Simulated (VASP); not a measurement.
# WC (Qusongite) (P-6m2) in VASP: further runs, part 2 of 2

VASP 6.6.1. Earlier steps stand in the parts before.

## (3) Relaxation of cell and atoms, PBE, target pressure 2 GPa, at which the enthalpy is minimised

INCAR reads:

```
SYSTEM = WC
PREC     = Accurate       ! precision mode
ENCUT    = 600            ! plane-wave cutoff, eV
EDIFF    = 1E-7           ! SCF threshold, eV
ISMEAR   = -1             ! smearing method
SIGMA    = 0.05           ! smearing width, eV
LREAL    = .False.        ! projectors in reciprocal space
LASPH    = .True.         ! aspherical terms in the spheres
NELM     = 60             ! most SCF steps
ALGO     = Normal         ! electronic algorithm
ISIF     = 3              ! what is computed and relaxed
LWAVE    = .False.        ! write WAVECAR
LCHARG   = .False.        ! write CHGCAR
GGA      = PE             ! functional
IBRION   = 2              ! ionic algorithm
NSW      = 60             ! ionic steps
EDIFFG   = -0.01          ! ionic threshold
PSTRESS  = 20.0
```

KPOINTS reads:

```
Automatic mesh
0
Gamma
  10 10 9
  0 0 0
```

POSCAR reads:

```
WC
1.0
    2.9065000000      0.0000000000      0.0000000000
   -1.4532500000      2.5171028361      0.0000000000
    0.0000000000      0.0000000000      2.8366000000
W C
1 1
Direct
    0.0000000000      0.0000000000      0.0000000000
    0.6666666667      0.3333333333      0.5000000000
```

Potentials or basis: VASP PAW PBE potentials, release 64 (W_sv, C).

Launch:

```console
$ cat potpaw_PBE.64/W_sv/POTCAR potpaw_PBE.64/C/POTCAR > POTCAR
$ mpirun -np 1 vasp_std > vasp.out
```

OUTCAR:

```text
SYSTEM = WC
   PREC = Accurate
   ENCUT = 600
   EDIFF = 1E-7
   ISMEAR = -1
   LREAL = .False.
   LASPH = .True.
   NELM = 60
   ISIF = 3
   GGA = PE
   IBRION = 2
   NSW = 60
   EDIFFG = -0.01
   PSTRESS = 20.0

 ion  position               nearest neighbor table
   1  0.000  0.000  0.000-   2 2.20   2 2.20   2 2.20   2 2.20   2 2.20   2 2.20
   2  0.667  0.333  0.500-   1 2.20   1 2.20   1 2.20   1 2.20   1 2.20   1 2.20

  LATTYP: Found a hexagonal cell.
 ALAT       =     2.9065000000
 C/A-ratio  =     0.9759504559

  Lattice vectors:

 A1 = (   2.9065000000,   0.0000000000,   0.0000000000)
 A2 = (  -1.4532500000,   2.5171028361,   0.0000000000)
 A3 = (   0.0000000000,   0.0000000000,   2.8366000000)

Analysis of symmetry for initial positions (statically):
=====================================================================
 Subroutine PRICEL returns:
 Original cell was already a primitive cell.

[... 383 lines left out ...]
      5      -3.4510      2.00000
      6       6.6700      2.00000
      7       7.6180      2.00000
      8       7.6180      2.00000
      9      11.0123      0.24078
     10      14.1001      0.00000
     11      14.1001      0.00000
     12      16.4787      0.00000
     13      16.4787      0.00000
[... 354 lines left out ...]
  band No.  band energies     occupation
      1     -63.0513      2.00000
      2     -27.7181      2.00000
      3     -27.2105      2.00000
      4     -27.0654      2.00000
      5      -0.0624      2.00000
      6       4.0807      2.00000
      7       6.7644      2.00000
      8       8.2238      2.00000
      9       9.6494      2.00000
     10      13.5372      0.00000
     11      14.8972      0.00000
     12      15.7802      0.00000
     13      17.8499      0.00000

 [... further k-points ...]

------------------------ aborting loop because EDIFF is reached ----------------------------------------

  FORCE on cell =-STRESS in cart. coord.  units (eV):
  Direction    XX          YY          ZZ          XY          YZ          ZX
  --------------------------------------------------------------------------------------
  -------------------------------------------------------------------------------------
  Total        0.2663671      0.2663671      0.2706956     -0.0000000     -0.0000000     -0.0000000
  in kB       20.3292533     20.3292533     20.6596091     -0.0000000     -0.0000000     -0.0000000
  external PRESSURE =       0.4393719 kB  Pullay stress =      20.0000000 kB
[... 21 lines left out ...]
  energy  without entropy=      -22.4521172525  energy(sigma->0) =      -22.45305633

  enthalpy is  TOTEN    =       -22.1919424044 eV   P V=        0.2620529967

 reached required accuracy - stopping structural energy minimisation
```

Wall time 36 s (1 thread of Intel Xeon 6975P-C (Granite Rapids), shared host); peak memory 0.16 GiB.

Results:

| Item | Value |
| --- | --- |
| Free energy | -22.4540 eV |
| Relaxed volume | 10.50 Å³/atom |
| Relaxed cell | a = 2.919 Å, b = 2.919 Å, c = 2.844 Å, α = 90.00°, β = 90.00°, γ = 120.00° |
| Space group after relaxing (to 0.05 Å) | P-6m2 (No. 187) |
| Energy change on relaxing (the enthalpy is what falls) | -3.3 meV/atom |
| Ionic steps | 6 |
| Pressure after relaxing | 2.0 GPa |
| Band gap on the k mesh | zero (band 9 reaches 11.57 eV, above the bottom of band 10 at 10.39 eV) |

The path:
```csv
step,energy change (eV),largest force (eV/Å),pressure (GPa),volume (Å³)
1,0.0000,0.0000,6.65,20.75
2,0.0104,0.0000,-9.70,21.67
3,-0.0065,0.0000,1.93,21.00
4,-0.0064,0.0000,2.01,20.99
5,-0.0065,0.0000,2.07,20.99
6,-0.0065,0.0000,2.04,20.99
```

Final structure:
```xyz
2
Lattice="2.9194 0.0000 0.0000 -1.4597 2.5283 0.0000 0.0000 0.0000 2.8442" Properties=species:S:1:pos:R:3 pbc="T T T"
W     0.0000    0.0000    0.0000
C     1.4597    0.8428    1.4221
```

Caveat: the cell is relaxed towards a set pressure, so the enthalpy falls and the energy may rise; spin-orbit coupling is left out, which moves the levels of the heavy elements. PBE usually gives volumes a little too large and moduli too small.

## (4) Relaxation of cell and atoms, PBE, target pressure 5 GPa, at which the enthalpy is minimised

INCAR reads:

```
  ALGO = Normal
  EDIFF = 1E-6
  EDIFFG = -0.01
  ENCUT = 600
  GGA = PE
  IBRION = 2
  ISIF = 3
  ISMEAR = -1
  LASPH = T
  LCHARG = F
  LREAL = F
  LWAVE = F
  NELM = 60
  NSW = 60
  PREC = Accurate
  PSTRESS = 50.0
  SIGMA = 0.05
```

KPOINTS reads:

```
k-points
0
Gamma
  10 10 9
```

POSCAR is that of step 3.

Launch:

```console
$ cat potpaw_PBE.64/W_sv/POTCAR potpaw_PBE.64/C/POTCAR > POTCAR
$ mpirun -np 1 vasp_std > vasp.out
```

It took 40 s on 1 thread of Intel Xeon 6975P-C (Granite Rapids), shared host; peak memory 0.17 GiB.

The run converged. Its results:

```
Free energy                                            : -22.4507 eV
Relaxed volume                                         : 10.42 Å³/atom
Relaxed cell                                           : a = 2.912 Å, b = 2.912 Å, c = 2.839 Å, α = 90.00°, β = 90.00°, γ = 120.00°
Space group after relaxing (to 0.05 Å)                 : P-6m2 (No. 187)
Energy change on relaxing (the enthalpy is what falls) : -1.6 meV/atom
Ionic steps                                            : 8
Pressure after relaxing                                : 4.9 GPa
Band gap on the k mesh                                 : zero (band 9 reaches 11.67 eV, above the bottom of band 10 at 10.48 eV)
```

The path:
```
step  energy change (eV)  largest force (eV/Å)  pressure (GPa)  volume (Å³)
   1              0.0000                0.0000            6.65        20.75
   2             -0.0072                0.0000            0.50        21.07
   3             -0.0031                0.0000            4.98        20.84
   4             -0.0032                0.0000            4.98        20.84
   5             -0.0060                0.0000            2.69        20.96
   6             -0.0032                0.0000            4.88        20.84
   7             -0.0032                0.0000            4.94        20.84
   8             -0.0033                0.0000            4.93        20.84
```

Final structure:
```xyz
2
Lattice="2.9117 0.0000 0.0000 -1.4559 2.5216 0.0000 0.0000 0.0000 2.8386" Properties=species:S:1:pos:R:3 pbc="T T T"
W     0.0000    0.0000    2.8386
C     1.4559    0.8406    1.4193
```

Levels at points of the mesh, in eV from the Fermi level:
```tsv
k point	band 5	band 6	band 7	band 8	band 9	band 10	band 11	band 12	band 13
(0.00, 0.00, 0.00)	-14.42	-4.28	-3.32	-3.32	0.10	3.22	3.22	5.60	5.60
(0.50, 0.00, 0.00)	-11.09	-7.01	-3.58	-3.55	-0.47	2.34	4.50	4.85	6.84
```

Caveat: the cell is relaxed towards a set pressure, so the enthalpy falls and the energy may rise; spin-orbit coupling is left out, which moves the levels of the heavy elements. PBE usually gives volumes a little too large and moduli too small.

## (5) Relaxation of cell and atoms, PBE, target pressure 10 GPa, at which the enthalpy is minimised

INCAR reads:

```
PREC     = Accurate       # precision mode
ENCUT    = 600            # plane-wave cutoff, eV
EDIFF    = 1E-6           # SCF threshold, eV
ISMEAR   = -1             # smearing method
SIGMA    = 0.05           # smearing width, eV
LREAL    = False          # projectors in reciprocal space
LASPH    = True           # aspherical terms in the spheres
NELM     = 60             # most SCF steps
ALGO     = Normal         # electronic algorithm
ISIF     = 3              # what is computed and relaxed
LWAVE    = False          # write WAVECAR
LCHARG   = False          # write CHGCAR
GGA      = PE             # functional
IBRION   = 2              # ionic algorithm
NSW      = 60             # ionic steps
EDIFFG   = -0.01          # ionic threshold
PSTRESS  = 100.0
```

KPOINTS reads:

```
Automatic mesh
0
Gamma
  10 10 9
```

POSCAR is that of step 4.

Potentials or basis: VASP PAW PBE potentials, release 64 (W_sv, C).

Launch:

```console
$ cat potpaw_PBE.64/W_sv/POTCAR potpaw_PBE.64/C/POTCAR > POTCAR
$ mpirun -np 1 vasp_std > vasp.out
```

OUTCAR:

```text
PREC = Accurate
   ENCUT = 600
   EDIFF = 1E-6
   ISMEAR = -1
   LREAL = False
   LASPH = True
   NELM = 60
   ISIF = 3
   GGA = PE
   IBRION = 2
   NSW = 60
   EDIFFG = -0.01
   PSTRESS = 100.0

 ion  position               nearest neighbor table
   1  0.000  0.000  0.000-   2 2.20   2 2.20   2 2.20   2 2.20   2 2.20   2 2.20
   2  0.667  0.333  0.500-   1 2.20   1 2.20   1 2.20   1 2.20   1 2.20   1 2.20

  LATTYP: Found a hexagonal cell.
 ALAT       =     2.9065000000
 C/A-ratio  =     0.9759504559

  Lattice vectors:

 A1 = (   2.9065000000,   0.0000000000,   0.0000000000)
 A2 = (  -1.4532500000,   2.5171028361,   0.0000000000)
 A3 = (   0.0000000000,   0.0000000000,   2.8366000000)

Analysis of symmetry for initial positions (statically):
=====================================================================
 Subroutine PRICEL returns:
 Original cell was already a primitive cell.

 Routine SETGRP: Setting up the symmetry group for a
 hexagonal supercell.

 Subroutine GETGRP returns: Found 12 space group operations
 (whereof 12 operations were pure point group operations)
 out of a pool of 24 trial point group operations.

The static configuration has the point symmetry D_3h.

[... 169 lines left out ...]
  Total        0.8855199      0.8855199      0.8127657     -0.0000000      0.0000000      0.0000000
  in kB       68.3659002     68.3659002     62.7489668     -0.0000000      0.0000000      0.0000000
  external PRESSURE =     -33.5064109 kB  Pullay stress =     100.0000000 kB
[... 63 lines left out ...]
--------------------------------------- Ionic step        3  -------------------------------------------

 number of electron      18.0000001 magnetization

 Free energy of the ion-electron system (eV)
  ---------------------------------------------------
  ext. energy  EPLUGINS =         0.00000000
  ---------------------------------------------------
  free energy    TOTEN  =       -22.43916326 eV

  energy without entropy =      -22.43728949  energy(sigma->0) =      -22.43822637

 E-fermi :  11.1844     XC(G=0): -13.8433

 val. band max:       11.0957491260   @ k =   0.0000   0.0000   0.3333
 cond. band min:      11.1996983003   @ k =   0.1000   0.0000   0.3333
 fundamental gap:      0.1039491743
 Fermi energy:        11.1843764929

 k-point     1 :       0.0000    0.0000    0.0000
  band No.  band energies     occupation
      1     -62.7939      2.00000
      2     -26.7765      2.00000
      3     -26.6694      2.00000
      4     -26.6694      2.00000
      5      -3.3236      2.00000
      6       6.8339      2.00000
      7       7.8223      2.00000
      8       7.8223      2.00000
      9      11.2786      0.26357
     10      14.4635      0.00000
     11      14.4635      0.00000
     12      16.8570      0.00000
     13      16.8570      0.00000
[... 354 lines left out ...]
  band No.  band energies     occupation
      1     -62.7288      2.00000
      2     -27.4481      2.00000
      3     -26.9017      2.00000
      4     -26.7477      2.00000
      5       0.1380      2.00000
      6       4.2496      2.00000
      7       6.9422      2.00000
      8       8.4422      2.00000
      9       9.8955      2.00000
     10      13.8746      0.00000
     11      15.2765      0.00000
     12      16.1904      0.00000
     13      18.2733      0.00000

 [... further k-points ...]
[... 5 lines left out ...]
  --------------------------------------------------------------------------------------
  -------------------------------------------------------------------------------------
  Total        1.2669013      1.2669013      1.3035709      0.0000000      0.0000000      0.0000000
  in kB       98.5738000     98.5738000    101.4269494      0.0000000      0.0000000      0.0000000
  external PRESSURE =      -0.4751502 kB  Pullay stress =     100.0000000 kB
[... 21 lines left out ...]
  energy  without entropy=      -22.4372894867  energy(sigma->0) =      -22.43822637

  enthalpy is  TOTEN    =       -21.1539319844 eV   P V=        1.2852312786

 reached required accuracy - stopping structural energy minimisation
```

CONTCAR:

```text
WC
   1.00000000000000
     2.8993956649938522    0.0000000000000000    0.0000000000000000
    -1.4496978324969261    2.5109503015076853   -0.0000000000000000
     0.0000000000000000    0.0000000000000000    2.8284354162760774
  W               C
     1     1
Direct
     0.0000000000000000    0.0000000000000000    1.0000000000000000
     0.6666666667000030    0.3333333332999970    0.5000000000000000

  0.00000000E+00  0.00000000E+00  0.00000000E+00
  0.00000000E+00  0.00000000E+00  0.00000000E+00
```

It took 23 s on 1 thread of Intel Xeon 6975P-C (Granite Rapids), shared host; peak memory 0.16 GiB.

Results:

```
Free energy                                            : -22.4392 eV
Relaxed volume                                         : 10.30 Å³/atom
Relaxed cell                                           : a = 2.899 Å, b = 2.899 Å, c = 2.828 Å, α = 90.00°, β = 90.00°, γ = 120.00°
Space group after relaxing (to 0.05 Å)                 : P-6m2 (No. 187)
Energy change on relaxing (the enthalpy is what falls) : +4.2 meV/atom
Ionic steps                                            : 3
Pressure after relaxing                                : 10.0 GPa
Band gap on the k mesh                                 : zero (band 9 reaches 11.85 eV, above the bottom of band 10 at 10.64 eV)
```

Stress tensor (GPa, compression positive):
```
 9.86  0.00  0.00
 0.00  9.86  0.00
 0.00  0.00 10.14
```

Step by step:
```csv
step,energy change (eV),largest force (eV/Å),pressure (GPa),volume (Å³)
1,0.0000,0.0000,6.65,20.75
2,0.0546,0.0000,20.78,20.11
3,0.0083,0.0000,9.95,20.59
```

Final structure:
```xyz
2
Lattice="2.8994 0.0000 0.0000 -1.4497 2.5110 0.0000 0.0000 0.0000 2.8284" Properties=species:S:1:pos:R:3 pbc="T T T"
W     0.0000    0.0000    2.8284
C     1.4497    0.8370    1.4142
```

Caveat: the cell is relaxed towards a set pressure, so the enthalpy falls and the energy may rise; spin-orbit coupling is left out, which moves the levels of the heavy elements.

## (6) Summary

| task | cell | cutoff (eV) | gap on the mesh (eV) | pressure (GPa) |
| --- | --- | --- | --- | --- |
| single point | a = 2.909, b = 2.909, c = 2.836 Å, angles 90.0, 90.0, 120.0°, 2 atoms | 520 | none | 6.1 |
| relaxation of cell and atoms | relaxed to 2 GPa from a = 2.906, b = 2.907, c = 2.837 Å, angles 90.0, 90.0, 120.0°, 2 atoms | 600 | none | 2.0 |
| relaxation of cell and atoms | relaxed to 5 GPa from a = 2.906, b = 2.907, c = 2.837 Å, angles 90.0, 90.0, 120.0°, 2 atoms | 600 | none | 4.9 |
| relaxation of cell and atoms | relaxed to 10 GPa from a = 2.906, b = 2.907, c = 2.837 Å, angles 90.0, 90.0, 120.0°, 2 atoms | 600 | none | 10.0 |

Alike in all rows: level PBE; potentials or basis VASP PAW PBE potentials, release 64 (W_sv, C); no spin polarisation; k mesh 10 × 10 × 9; smearing fermi-dirac 0.05 eV.

Caveats: spin-orbit coupling is left out, which moves the levels of the heavy elements; the cell is relaxed towards a set pressure, so the enthalpy falls and the energy may rise (some runs).

Total energies depend on the potentials used, so only differences within one code and one set of settings carry meaning.
